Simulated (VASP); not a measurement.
Runs of VASP 6.6.1 on Be. The structure is hexagonal, space group P6_3/mmc (No. 194). The conventional cell has a = 2.285 Å, b = 2.285 Å, c = 3.584 Å, α = 90.00°, β = 90.00°, γ = 120.00°. Be (site symmetry -6m2) has 12 Be at 2.23 to 2.29 Å within 2.9 Å. 

| level | gap on the mesh (eV) | pressure (GPa) |
| --- | --- | --- |
| PBEsol | none | -3.5 |
| BLYP | none | (a) |
| revPBE | none | -0.2 |
| r2SCAN | none | -2.7 |

Alike in all rows: task single point; potentials or basis VASP PAW PBE potentials, release 64 (Be); no spin polarisation; cell as given; k mesh 14 × 14 × 8; cutoff (eV) 520; smearing fermi-dirac 0.15 eV.

**Question.** Fill in the values left out.

**Answer.** (a) -2.5.

Caveats: the PAW data sets were made with another functional, which shifts forces and pressure a little.

A gap of «none» marks levels without a gap at the run's occupations.
